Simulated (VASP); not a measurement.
A run of VASP 6.6.1 is set up as follows.

Contents of INCAR:

```
SYSTEM = Sn4C
ALGO = Normal ; EDIFF = 1E-6
ENCUT = 520 ; GGA = PE
ISIF = 2 ; ISMEAR = 0
LASPH = .True. ; LCHARG = .False.
LREAL = .False. ; LWAVE = .False.
NBANDS = 38 ; NELM = 100
PREC = Accurate ; SIGMA = 0.1
```

File KPOINTS:

```
k-points
0
Gamma
  4 4 4
  0 0 0
```

POSCAR

```
Sn4C
1.0
   -3.4006671100      3.4006671100      3.4006671100
    3.4006671100     -3.4006671100      3.4006671100
    3.4006671100      3.4006671100     -3.4006671100
Sn C
4 1
Direct
    0.3495999900      0.3495999900      0.3495999900
    0.6504000100      0.0000000000      0.0000000000
    0.0000000000      0.0000000000      0.6504000100
    0.0000000000      0.6504000100      0.0000000000
    0.0000000000      0.0000000000      0.0000000000
```

Potentials or basis: VASP PAW PBE potentials, release 64 (Sn_d, C).

Command:

```console
$ cat potpaw_PBE.64/Sn_d/POTCAR potpaw_PBE.64/C/POTCAR > POTCAR
$ mpirun -np 1 vasp_std > vasp.out
```

**Question.** Predict the largest force.

**Answer.** 2.542 eV/Å.

**Question.** What does it give for the band gap on the k mesh?

**Answer.** Zero (bands 30 and 31 overlap by 0.42 eV).

**Question.** Estimate the pressure.

**Answer.** 1.9 GPa.

Forces on the atoms (eV/Å):
```
Sn   1.468  1.468  1.468
Sn   1.468 -1.468 -1.468
Sn  -1.468 -1.468  1.468
Sn  -1.468  1.468 -1.468
C    0.000  0.000  0.000
```

Caveat: semilocal functionals underestimate gaps, so a narrow gap can read as zero; spin-orbit coupling is left out, which moves the levels of the heavy elements; forces of over 1 eV/Å act on the atoms, so gaps and moduli don't describe the material at rest.
